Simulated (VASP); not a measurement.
BN (Qingsongite), 2 atoms in the cell. It takes space group I-4m2 (No. 119, tetragonal). Conventional cell: a = 2.623 Å, b = 2.623 Å, c = 3.566 Å, α = 90.00°, β = 90.00°, γ = 90.00°. B (site symmetry -4m2) has 4 N at 1.59 Å within 2.1 Å. N (site symmetry -4m2) has 4 B at 1.59 Å within 2.1 Å.  This cell differs from its parent crystal: epitaxial xy strain +2.8%.

* Program: VASP 6.6.1
* Task: single point
* Functional: r2SCAN
* Potentials or basis: VASP PAW PBE potentials, release 64 (B_h, N_h)
* Cutoff: 910 eV
* k mesh: 12 × 12 × 12
* Occupations: gaussian, width 0.01 eV
* Spin: no spin polarisation
* Dipole correction: no
* Second run: hard_potentials
* Further INCAR settings: ALGO = Normal; EDIFF = 1e-06; NBANDS = 11

Potentials or basis: VASP PAW PBE potentials, release 64 (B_h, N_h).

Run with:

```bash
$ cat potpaw_PBE.64/B_h/POTCAR potpaw_PBE.64/N_h/POTCAR > POTCAR
$ cp INCAR.step1 INCAR
$ mpirun -np 1 vasp_std > vasp.out
$ cp INCAR.step2 INCAR
$ mpirun -np 1 vasp_std > vasp.out
```

Hardware: 1 thread of Intel(R) Xeon(R) Platinum 8559C (Emerald Rapids), with other jobs on the host.

Task: How long does it take, and how much memory?

Result: Run time: 96 s on 1 thread of Intel(R) Xeon(R) Platinum 8559C (Emerald Rapids) (shared host), peak memory 0.18 GiB. Counts: k points 163.
